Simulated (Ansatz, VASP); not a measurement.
One calculation of Re, two programs

INCAR

```
ALGO     = Normal         # electronic algorithm
EDIFF    = 1E-6           # SCF threshold, eV
ENCUT    = 520            # plane-wave cutoff, eV
GGA      = PE             # functional
ISIF     = 2              # what is computed and relaxed
ISMEAR   = 0              # smearing method
LASPH    = T              # aspherical terms in the spheres
LCHARG   = F              # write CHGCAR
LREAL    = F              # projectors in reciprocal space
LWAVE    = F              # write WAVECAR
NBANDS   = 10             # bands
NELM     = 80             # most SCF steps
PREC     = Accurate       # precision mode
SIGMA    = 0.15           # smearing width, eV
```

The input KPOINTS:

```
k-points
0
Gamma
  10 10 10
```

POSCAR

```
Re
1.0
    0.0000000000      1.8608654999      2.0627694067
    1.8608654999      0.0000000000      2.0627694067
    1.8608654999      1.8608654999      0.0000000000
Re
1
Direct
    0.0000000000      0.0000000000      0.0000000000
```

Input for Ansatz:

```yaml
crystal:
  lattice:
    - [0.0, 1.8608654999, 2.0627694067]
    - [1.8608654999, 0.0, 2.0627694067]
    - [1.8608654999, 1.8608654999, 0.0]
  atoms:
    - { symbol: Re, position: [0.0, 0.0, 0.0] }
basis:
  ecutwfc: 420
kpoints:
  mp_grid: { grid: [10, 10, 10] }
hamiltonian:
  xc: pbe
scf:
  occupations: { method: gaussian, width: 0.15 }
output:
  forces: true
  stress: true
  eigenvalues: true
```

Alike in both runs: task single point; functional PBE; k mesh 10 × 10 × 10; occupations gaussian, width 0.15 eV; no spin polarisation.

|  | VASP | Ansatz |
| --- | --- | --- |
| version | VASP 6.6.1 | Ansatz 0.2.0 |
| potentials or method | VASP PAW PBE potentials, release 64 (Re), cutoff 520 eV | scalar-relativistic, plane waves, PAW |
| valence electrons in the cell | 7 | 15 |

Ansatz gave:

* gap on the k mesh at the Fermi level (eV): none
* pressure (GPa): 21.5
* traceless stress, the component that is largest in VASP (GPa): -23.31

Problem. Which values does VASP return?

Solution. gap on the k mesh at the Fermi level (eV): none; pressure (GPa): 21.3; traceless stress, the component that is largest in VASP (GPa): -22.83.

A gap of «none» marks a metal or a gap that the smearing closes. VASP's potentials hold 7 valence electrons a cell and Ansatz's 15, so a difference there can come from the potentials and not from the codes.

Spin-orbit coupling is off throughout.
